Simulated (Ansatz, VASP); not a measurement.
**Two plane-wave programs on Al3Cu**

```xyz
4
Lattice="3.9242 0.0000 0.0000 0.0000 3.9242 0.0000 0.0000 0.0000 3.9242" Properties=species:S:1:pos:R:3 pbc="T T T"
Al    0.0000    1.9621    1.9621
Al    1.9621    0.0000    1.9621
Al    1.9621    1.9621    0.0000
Cu    0.0000    0.0000    0.0000
```

Alike in both runs: task single point; functional r2SCAN; k mesh 16 × 16 × 16; occupations gaussian, width 0.1 eV; no spin polarisation.

```csv
,VASP,Ansatz
version,VASP 6.6.1,Ansatz 0.2.0
potentials or method,"VASP PAW PBE potentials, release 64 (Al, Cu), cutoff 520 eV","scalar-relativistic, plane waves, PAW"
valence electrons in the cell,20,28
```

VASP gave:

```
gap on the k mesh at the Fermi level (eV) : none
pressure (GPa)                            : -2.8
```

Problem. What did Ansatz give for the same quantities?

Solution. gap on the k mesh at the Fermi level (eV): none; pressure (GPa): -2.7.

VASP's potentials were made for PBE, not for r2SCAN. A gap of «none» marks a metal or a gap that the smearing closes. VASP's potentials hold 20 valence electrons a cell and Ansatz's 28, so a difference there can come from the potentials and not from the codes.
